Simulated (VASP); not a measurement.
Input of a VASP 6.6.1 run:

INCAR

```
SYSTEM = NbPdSe3
ALGO = Normal ; EDIFF = 1E-7
EDIFFG = -0.01 ; ENCUT = 600
GGA = PE ; IBRION = 2
ISIF = 3 ; ISMEAR = 0
LASPH = .TRUE. ; LCHARG = .FALSE.
LREAL = .FALSE. ; LWAVE = .FALSE.
NELM = 80 ; NSW = 100
PREC = Accurate ; SIGMA = 0.1
```

The input KPOINTS:

```
k-points
0
G
  12 12 4
  0 0 0
```

The input POSCAR:

```
NbPdSe3
1.0
    3.8815244421      0.0000000000      0.0000000000
   -1.9407622211      3.3614987723      0.0000000000
    0.0000000000      0.0000000000     10.3324907094
Nb Pd Se
1 1 3
Direct
    0.0000000000      0.0000000000      0.0000000000
    0.0000000000      0.0000000000      0.5000000000
    0.3333333333      0.6666666667      0.1509411535
    0.3333333333      0.6666666667      0.8490588465
    0.6666666667      0.3333333333      0.5000000000
```

Potentials or basis: VASP PAW PBE potentials, release 64 (Nb_sv, Pd, Se).

Launch:

```sh
$ cat potpaw_PBE.64/Nb_sv/POTCAR potpaw_PBE.64/Pd/POTCAR potpaw_PBE.64/Se/POTCAR > POTCAR
$ mpirun -np 1 vasp_std > vasp.out
```

Problem. Estimate the space group after relaxing (to 0.1 Å).

Solution. P-6m2 (No. 187).

Problem. Predict the band gap on the k mesh.

Solution. Zero (an odd number of electrons rules out a gap without spin polarisation).

Forces in eV/Å, atoms in the order of the input:
```
Nb   0.000  0.000  0.000
Pd   0.000  0.000  0.000
Se   0.000  0.000  0.006
Se   0.000  0.000 -0.006
Se   0.000  0.000  0.000
```
